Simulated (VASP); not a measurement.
# TaN: single point with PBEsol

TaN:

```
CELL_PARAMETERS angstrom
2.95463 0.00000 0.00000
-1.47731 2.55878 0.00000
0.00000 0.00000 5.26408
ATOMIC_POSITIONS crystal
Ta 0.33333 0.66667 0.00000
Ta 0.66667 0.33333 0.50000
N 0.33333 0.66667 0.38500
N 0.66667 0.33333 0.88500
```

This cell differs from its parent crystal: ratio of the length along z to the lengths across it x 1.1, volume and fractional coordinates fixed.

* Program: VASP 6.6.1
* Task: single point
* Functional: PBEsol
* Potentials or basis: VASP PAW PBE potentials, release 64 (Ta_pv, N)
* Cutoff: 520 eV
* k mesh: 18 × 18 × 12
* Occupations: gaussian, width 0.15 eV
* Spin: no spin polarisation

```
Pressure               : 139.1 GPa
Largest force          : 6.700 eV/Å
Band gap on the k mesh : zero (bands 16 and 17 overlap by 3.00 eV)
```

Forces in eV/Å, atoms in the order of the input:
```
Ta   0.000  0.000  6.700
Ta   0.000  0.000  6.700
N    0.000  0.000 -6.700
N    0.000  0.000 -6.700
```

Stress tensor (GPa, compression positive):
```
164.45   0.00   0.00
  0.00 164.45   0.00
  0.00   0.00  88.30
```

Levels at points of the mesh, in eV from the Fermi level:
| k point | band 13 | band 14 | band 15 | band 16 | band 17 | band 18 | band 19 | band 20 |
| --- | --- | --- | --- | --- | --- | --- | --- | --- |
| (0.00, 0.00, 0.00) | -8.02 | -8.02 | -0.27 | -0.14 | -0.14 | 2.73 | 2.73 | 2.84 |
| (0.50, 0.00, 0.00) | -5.86 | -5.21 | -2.17 | -1.21 | 0.89 | 2.03 | 2.22 | 3.91 |
| (0.00, 0.00, 0.50) | -8.42 | -8.42 | 1.35 | 1.35 | 1.35 | 1.35 | 2.04 | 2.04 |
| (0.50, 0.00, 0.50) | -6.15 | -6.15 | -0.74 | -0.74 | 2.34 | 2.34 | 2.79 | 2.79 |

Wall time 3.6 min on 1 thread of AMD EPYC 7R43 64-Core Processor (Zen 3), with other jobs on the host, peak memory 0.29 GiB.

Caveat: the cell stands under pressure; the PAW data sets were made with another functional, which shifts forces and pressure a little; spin-orbit coupling is left out, which moves the levels of the heavy elements.
